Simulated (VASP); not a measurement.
# Zr (P6_3/mmc) in VASP: further runs

Runs on Zr. Level: PBEsol. Tasks: relaxation of cell and atoms.

All numbers are computed with VASP 6.6.1; they aren't measurements. Logs are shortened: lines on timing, memory, paths and dates and some standing lists are left out, and cuts for length are marked.

**1. The cell of the first run**

The structure is hexagonal, space group P6_3/mmc (No. 194). The conventional cell has a = 3.184 Å, b = 3.184 Å, c = 5.118 Å, α = 90.00°, β = 90.00°, γ = 120.00°. Within 4.1 Å of Zr (site symmetry -6m2) lie 12 Zr at 3.15 to 3.18 Å.

**2. Relaxation of cell and atoms, PBEsol, target pressure 1 GPa, at which the enthalpy is minimised**

Input file INCAR:

```
SYSTEM = Zr
  ALGO = Normal
  EDIFF = 1E-6
  EDIFFG = -0.002
  ENCUT = 600
  GGA = PS
  IBRION = 2
  ISIF = 3
  ISMEAR = -1
  LASPH = .True.
  LCHARG = .False.
  LREAL = .False.
  LWAVE = .False.
  NELM = 60
  NSW = 100
  PREC = Accurate
  PSTRESS = 10.0
  SIGMA = 0.08
```

Input file KPOINTS:

```
k-points
0
Gamma
  18 18 10
  0 0 0
```

Input file POSCAR:

```
Zr
1.0
    3.1838375151      0.0000000000      0.0000000000
   -1.5919187576      2.7572841696      0.0000000000
    0.0000000000      0.0000000000      5.1180505117
Zr
2
Direct
    0.3333333333      0.6666666667      0.2500000000
    0.6666666667      0.3333333333      0.7500000000
```

Potentials or basis: VASP PAW PBE potentials, release 64 (Zr_sv).

Command:

```console
cat potpaw_PBE.64/Zr_sv/POTCAR > POTCAR
mpirun -np 1 vasp_std > vasp.out
```

OUTCAR:

```text
SYSTEM = Zr
   EDIFF = 1E-6
   EDIFFG = -0.002
   ENCUT = 600
   GGA = PS
   IBRION = 2
   ISIF = 3
   ISMEAR = -1
   LASPH = .True.
   LREAL = .False.
   NELM = 60
   NSW = 100
   PREC = Accurate
   PSTRESS = 10.0

 ion  position               nearest neighbor table
   1  0.333  0.667  0.250-   2 3.15   2 3.15   2 3.15   2 3.15   2 3.15   2 3.15
   2  0.667  0.333  0.750-   1 3.15   1 3.15   1 3.15   1 3.15   1 3.15   1 3.15

  LATTYP: Found a hexagonal cell.
 ALAT       =     3.1838375151
 C/A-ratio  =     1.6075099585

  Lattice vectors:

 A1 = (   3.1838375151,   0.0000000000,   0.0000000000)
 A2 = (  -1.5919187576,   2.7572841696,   0.0000000000)
 A3 = (   0.0000000000,   0.0000000000,   5.1180505117)

Analysis of symmetry for initial positions (statically):
=====================================================================
 Subroutine PRICEL returns:
 Original cell was already a primitive cell.

 Routine SETGRP: Setting up the symmetry group for a
 hexagonal supercell.

 Subroutine GETGRP returns: Found 24 space group operations
 (whereof 12 operations were pure point group operations)
 out of a pool of 24 trial point group operations.

The static configuration has the point symmetry D_3d.
 The point group associated with its full space group is D_6h.

Analysis of symmetry for dynamics (positions and initial velocities):
=====================================================================
 Subroutine PRICEL returns:
 Original cell was already a primitive cell.

 Routine SETGRP: Setting up the symmetry group for a
 hexagonal supercell.

 Subroutine GETGRP returns: Found 24 space group operations
 (whereof 12 operations were pure point group operations)
 out of a pool of 24 trial point group operations.

The dynamic configuration has the point symmetry D_3d.
 The point group associated with its full space group is D_6h.

 Subroutine INISYM returns: Found 24 space group operations
 (whereof 12 operations are pure point group operations),
 and found     1 'primitive' translations

----------------------------------------------------------------------------------------

                                     Primitive cell

  volume of cell :      44.9301

  direct lattice vectors                    reciprocal lattice vectors
     3.183837515  0.000000000  0.000000000     0.314086380  0.181337856  0.000000000
    -1.591918758  2.757284170  0.000000000     0.000000000  0.362675712  0.000000000
     0.000000000  0.000000000  5.118050512     0.000000000  0.000000000  0.195386895

  length of vectors
     3.183837515  3.183837515  5.118050512     0.362675712  0.362675712  0.195386895

  position of ions in fractional coordinates (direct lattice)
     0.333333333  0.666666667  0.250000000
     0.666666667  0.333333333  0.750000000

  ion indices of the primitive-cell ions
   primitive index   ion index
                 1           1
                 2           2

----------------------------------------------------------------------------------------

 KPOINTS: k-points

Automatic generation of k-mesh.
 Grid dimensions read from file:
 generate k-points for:   18   18   10

 Generating k-lattice:

  Cartesian coordinates                     Fractional coordinates (reciprocal lattice)
     0.017449243  0.010074325  0.000000000     0.055555556  0.000000000  0.000000000
     0.000000000  0.020148651  0.000000000     0.000000000  0.055555556  0.000000000
     0.000000000  0.000000000  0.019538690     0.000000000  0.000000000  0.100000000

  Length of vectors
     0.020148651  0.020148651  0.019538690

  Shift w.r.t. Gamma in fractional coordinates (k-lattice)
     0.000000000  0.000000000  0.000000000

 Subroutine IBZKPT returns following result:
 ===========================================

 Found    222 irreducible k-points:

 Following reciprocal coordinates:
            Coordinates               Weight
  0.000000  0.000000  0.000000      1.000000
  0.055556 -0.000000  0.000000      6.000000
  0.111111 -0.000000  0.000000      6.000000
  0.166667  0.000000  0.000000      6.000000
  0.222222  0.000000  0.000000      6.000000
  0.277778  0.000000  0.000000      6.000000
[... 16 lines left out ...]
  0.333333  0.111111  0.000000     12.000000
  0.388889  0.111111  0.000000     12.000000
 [... further k-points ...]
   k-points           NKPTS =    222   k-points in BZ     NKDIM =    222   number of bands    NBANDS=     16
   number of dos      NEDOS =    301   number of ions     NIONS =      2
   total plane-waves  NPLWV =  32928
   dimension x,y,z NGX =    28 NGY =   28 NGZ =   42
   dimension x,y,z NGXF=    56 NGYF=   56 NGZF=   84
   ions per type =               2
   NGX,Y,Z   is equivalent  to a cutoff of  14.62, 14.62, 13.64 a.u.
   NGXF,Y,Z  is equivalent  to a cutoff of  29.24, 29.24, 27.29 a.u.
 SYSTEM =  Zr
   PREC   = accura    normal or accurate (medium, high low for compatibility)
   ISTART =      0    job   : 0-new  1-cont  2-samecut
   ICHARG =      2    charge: 1-file 2-atom 10-const
   ISPIN  =      1    spin polarized calculation?
   LNONCOLLINEAR =      F non collinear calculations
   LSORBIT =      F    spin-orbit coupling
   LASPH  =      T    aspherical Exc in radial PAW
   ENCUT  =  600.0 eV  44.10 Ry    6.64 a.u.   6.36  6.36 10.22*2*pi/ulx,y,z
   NELM   =     60;   NELMIN=  2; NELMDL= -5     # of ELM steps
   EDIFF  = 0.1E-05   stopping-criterion for ELM
   LREAL  =      F    real-space projection
   EDIFFG = -.2E-02   stopping-criterion for IOM
   NSW    =    100    number of steps for IOM
   IBRION =      2    ionic relax: 0-MD 1-quasi-New 2-CG
   NFREE  =      1    steps in history (QN), initial steepest desc. (CG)
   ISIF   =      3    stress and relaxation
   ISYM   =      2    0-nonsym 1-usesym 2-fastsym
   POTIM  = 0.5000    time-step for ionic-motion
   TEBEG  =    0.0;   TEEND  =   0.0 temperature during run
   PSTRESS=   10.0 pullay stress
   NELECT =      24.0000    total number of electrons
   NUPDOWN=      -1.0000    fix difference up-down
   EMIN   =  10.00;   EMAX   =-10.00  energy-range for DOS
   EFERMI =   0.00;   METHOD = LEGACY
   ISMEAR =    -1;   SIGMA  =   0.08  broadening in eV -4-tet -1-fermi 0-gaus
   EFERMI_NEDOS =   21; number of points for ismear=-14 and -15
   IALGO  =     38    algorithm
   IMIX   =      4    mixing-type and parameters
     AMIX     =   0.40;   BMIX     =  1.00
     AMIX_MAG =   1.60;   BMIX_MAG =  1.00
  volume/ion in A,a.u.               =      22.47       151.60
  Fermi-wavevector in a.u.,A,eV,Ry     =   1.328310  2.510143 24.006236  1.764409
  Thomas-Fermi vector in A             =   2.457557
   LORBIT       =      0    0 simple, 1 ext, 2 COOP (PROOUT), +10 PAW based schemes
   GGA     = PS    functional components
   LHFCALC =     F    Hartree Fock is set to
   AEXX    =    0.0000 exact exchange contribution
   IVDW    =     0    specifies the selected vdW correction
   LEPSILON=     F    determine dielectric tensor
   LRPA    =     F    only Hartree local field effects (RPA)
 conjugate gradient relaxation of ions
 non-spin polarized calculation
  energy-cutoff  :      600.00
  volume of cell :       44.93
 maximum number of plane-waves:      1522
 NGX is ok and might be reduce to    28
   NGX = 13   NGY = 13   NGZ = 21

--------------------------------------- Ionic step        1  -------------------------------------------

 number of electron      24.0000000 magnetization

 Free energy of the ion-electron system (eV)
  ---------------------------------------------------
  ext. energy  EPLUGINS =         0.00000000
  ---------------------------------------------------
  free energy    TOTEN  =       -18.18431428 eV

  energy without entropy =      -18.14034108  energy(sigma->0) =      -18.16232768

------------------------ aborting loop because EDIFF is reached ----------------------------------------

  FORCE on cell =-STRESS in cart. coord.  units (eV):
  Direction    XX          YY          ZZ          XY          YZ          ZX
  --------------------------------------------------------------------------------------
  -------------------------------------------------------------------------------------
  Total        0.0189849      0.0189849      0.0206381     -0.0000000     -0.0000000      0.0000000
  in kB        0.6769889      0.6769889      0.7359415     -0.0000000     -0.0000000      0.0000000
  external PRESSURE =      -9.3033602 kB  Pullay stress =      10.0000000 kB
[... 93 lines left out ...]
  FREE ENERGIE OF THE ION-ELECTRON SYSTEM (eV)
  ---------------------------------------------------
  free  energy   TOTEN  =       -18.1829454009 eV

  energy  without entropy=      -18.1392111730  energy(sigma->0) =      -18.16107829

  enthalpy is  TOTEN    =       -17.9050972757 eV   P V=        0.2778481252

[... ionic steps 4 to 11 ...]

--------------------------------------- Ionic step       12  -------------------------------------------

 number of electron      24.0000000 magnetization

------------------------ aborting loop because EDIFF is reached ----------------------------------------

  FORCE on cell =-STRESS in cart. coord.  units (eV):
  Direction    XX          YY          ZZ          XY          YZ          ZX
  --------------------------------------------------------------------------------------
  -------------------------------------------------------------------------------------
  Total        0.2725277      0.2725277      0.2665422     -0.0000000      0.0000000      0.0000000
  in kB        9.8069732      9.8069732      9.5915832     -0.0000000      0.0000000      0.0000000
  external PRESSURE =      -0.2648235 kB  Pullay stress =      10.0000000 kB
[... 61 lines left out ...]
  enthalpy is  TOTEN    =       -17.9051050534 eV   P V=        0.2778910038

--------------------------------------- Ionic step       14  -------------------------------------------

 number of electron      24.0000000 magnetization

 Free energy of the ion-electron system (eV)
  ---------------------------------------------------
  ext. energy  EPLUGINS =         0.00000000
  ---------------------------------------------------
  free energy    TOTEN  =       -18.18290515 eV

  energy without entropy =      -18.13909528  energy(sigma->0) =      -18.16100021

 E-fermi :   9.3547     XC(G=0): -11.4100

 val. band max:        9.3535361512   @ k =   0.1111  -0.0000   0.4000
 cond. band min:       9.3604042682   @ k =   0.1667   0.0000   0.3000
 fundamental gap:      0.0068681170
 Fermi energy:         9.3546513955

 k-point     1 :       0.0000    0.0000    0.0000
  band No.  band energies     occupation
      1     -39.2719      2.00000
      2     -39.0909      2.00000
      3     -17.8978      2.00000
      4     -16.8898      2.00000
      5     -16.8898      2.00000
      6     -16.7468      2.00000
[... 8 lines left out ...]
     15      10.9697      0.00000
     16      10.9697      0.00000
[... 420 lines left out ...]
  band No.  band energies     occupation
      1     -39.1044      2.00000
      2     -39.0448      2.00000
      3     -17.6755      2.00000
      4     -17.4895      2.00000
      5     -17.3980      2.00000
      6     -17.1815      2.00000
[... 8 lines left out ...]
     15      10.8228      0.00000
     16      13.9008      0.00000

 [... further k-points ...]

------------------------ aborting loop because EDIFF is reached ----------------------------------------

  FORCE on cell =-STRESS in cart. coord.  units (eV):
  Direction    XX          YY          ZZ          XY          YZ          ZX
  --------------------------------------------------------------------------------------
  -------------------------------------------------------------------------------------
  Total        0.2790551      0.2790551      0.2781871     -0.0000000     -0.0000000      0.0000000
  in kB       10.0452060     10.0452060     10.0139630     -0.0000000     -0.0000000      0.0000000
  external PRESSURE =       0.0347916 kB  Pullay stress =      10.0000000 kB
[... 17 lines left out ...]
  FREE ENERGIE OF THE ION-ELECTRON SYSTEM (eV)
  ---------------------------------------------------
  free  energy   TOTEN  =       -18.1829051506 eV

  energy  without entropy=      -18.1390952763  energy(sigma->0) =      -18.16100021

  enthalpy is  TOTEN    =       -17.9051059190 eV   P V=        0.2777992317

 reached required accuracy - stopping structural energy minimisation
```

Wall time 12 min (1 thread of Oxide Virtual Turin-like, shared host); peak memory 0.28 GiB.

What came out:

```yaml
Free_energy: -18.1829 eV
Relaxed_volume: 22.25 Å³/atom
Relaxed_cell: a = 3.173 Å, b = 3.173 Å, c = 5.106 Å, α = 90.00°, β = 90.00°, γ = 120.00°
Space_group_after_relaxing_to_0.1_Å: P6_3/mmc (No. 194)
Energy_change_on_relaxing_the_run_minimises_the_enthalpy: +0.7 meV/atom
Ionic_steps: 14
Pressure_after_relaxing: 1.0 GPa
Band_gap_on_the_k_mesh: zero (bands 12 and 13 overlap by 1.22 eV)
```

Step by step:
| step | energy change (eV) | largest force (eV/Å) | pressure (GPa) | volume (Å³) |
| --- | --- | --- | --- | --- |
| 1 | 0.0000 | 0.0000 | 0.07 | 44.93 |
| 2 | 0.0054 | 0.0000 | 2.01 | 44.09 |
| 3 | 0.0014 | 0.0000 | 1.01 | 44.52 |
| 4 | 0.0013 | 0.0000 | 1.00 | 44.52 |
| 5 | 0.0013 | 0.0000 | 0.98 | 44.53 |
| 6 | 0.0013 | 0.0000 | 0.96 | 44.53 |
| 7 | 0.0013 | 0.0000 | 0.96 | 44.53 |
| 8 | 0.0015 | 0.0000 | 1.05 | 44.49 |
| 9 | 0.0014 | 0.0000 | 1.05 | 44.51 |
| 10 | 0.0013 | 0.0000 | 1.00 | 44.52 |
| 11 | 0.0013 | 0.0000 | 0.98 | 44.52 |
| 12 | 0.0013 | 0.0000 | 0.97 | 44.52 |
| 13 | 0.0013 | 0.0000 | 0.97 | 44.52 |
| 14 | 0.0014 | 0.0000 | 1.00 | 44.51 |

Final structure:
```
CELL_PARAMETERS angstrom
3.17266 0.00000 0.00000
-1.58633 2.74760 0.00000
0.00000 0.00000 5.10580
ATOMIC_POSITIONS crystal
Zr 0.33333 0.66667 0.25000
Zr 0.66667 0.33333 0.75000
```

Levels at points of the mesh, in eV from the Fermi level:
```tsv
k point	band 9	band 10	band 11	band 12	band 13	band 14	band 15	band 16
(0.00, 0.00, 0.00)	-5.73	-3.15	0.90	0.90	0.96	1.30	1.62	1.62
(0.50, 0.00, 0.00)	-2.72	-2.56	-2.28	-0.05	0.60	0.79	1.51	5.26
(0.00, 0.00, 0.50)	-3.99	-3.99	0.02	0.02	0.82	0.82	0.82	0.82
(0.50, 0.00, 0.50)	-3.00	-3.00	-1.15	-1.15	1.84	1.84	2.36	2.36
```

Caveat: the cell is relaxed towards a set pressure, so the run minimises the enthalpy, not the energy; the PAW data sets were made with another functional, which shifts forces and pressure a little.

**3. Relaxation of cell and atoms, PBEsol, target pressure 2 GPa, at which the enthalpy is minimised**

Input file INCAR:

```
  PREC = Accurate
  ENCUT = 600
  EDIFF = 1E-6
  ISMEAR = -1
  SIGMA = 0.08
  LREAL = False
  LASPH = True
  NELM = 60
  ALGO = Normal
  ISIF = 3
  LWAVE = False
  LCHARG = False
  GGA = PS
  IBRION = 2
  NSW = 100
  EDIFFG = -0.002
  PSTRESS = 20.0
```

Input file KPOINTS:

```
Automatic mesh
0
Gamma
  18 18 10
```

POSCAR is that of step 2.

Potentials or basis: VASP PAW PBE potentials, release 64 (Zr_sv).

Command:

```console
cat potpaw_PBE.64/Zr_sv/POTCAR > POTCAR
mpirun -np 1 vasp_std > vasp.out
```

Wall time 22 min (1 thread of Oxide Virtual Turin-like, shared host); peak memory 0.29 GiB.

The run converged. Its results:

```yaml
Free_energy: -18.1789 eV
Relaxed_volume: 22.04 Å³/atom
Relaxed_cell: a = 3.161 Å, b = 3.161 Å, c = 5.093 Å, α = 90.00°, β = 90.00°, γ = 120.00°
Space_group_after_relaxing_to_0.1_Å: P6_3/mmc (No. 194)
Energy_change_on_relaxing_the_run_minimises_the_enthalpy: +2.7 meV/atom
Ionic_steps: 11
Pressure_after_relaxing: 2.0 GPa
Band_gap_on_the_k_mesh: zero (bands 12 and 13 overlap by 1.23 eV)
```

The path:
```tsv
step	energy change (eV)	largest force (eV/Å)	pressure (GPa)	volume (Å³)
1	0.0000	0.0000	0.07	44.93
2	0.0227	0.0000	4.24	43.19
3	0.0053	0.0000	2.00	44.09
4	0.0055	0.0000	2.03	44.08
5	0.0055	0.0000	2.03	44.07
6	0.0056	0.0000	2.03	44.07
7	0.0056	0.0000	2.03	44.07
8	0.0056	0.0000	2.03	44.07
9	0.0056	0.0000	2.03	44.07
10	0.0052	0.0000	1.95	44.10
11	0.0054	0.0000	2.00	44.08
```

Final structure:
```
Zr
1.0
     3.16123    0.00000    0.00000
    -1.58061    2.73770    0.00000
     0.00000    0.00000    5.09341
Zr
2
Direct
  0.33333 0.66667 0.25000
  0.66667 0.33333 0.75000
```

Levels at points of the mesh, in eV from the Fermi level:
```
           k point  band 8  band 9  band 10  band 11  band 12  band 13  band 14  band 15  band 16
(0.00, 0.00, 0.00)  -26.06   -5.74    -3.18     0.90     0.90     0.95     1.33     1.63     1.63
(0.50, 0.00, 0.00)  -26.19   -2.75    -2.57    -2.31    -0.02     0.61     0.80     1.52     5.33
(0.00, 0.00, 0.50)  -26.14   -3.99    -3.99     0.01     0.01     0.82     0.82     0.82     0.82
(0.50, 0.00, 0.50)  -26.33   -3.03    -3.03    -1.18    -1.18     1.88     1.88     2.38     2.38
```

Caveat: the cell is relaxed towards a set pressure, so the run minimises the enthalpy, not the energy; the PAW data sets were made with another functional, which shifts forces and pressure a little.
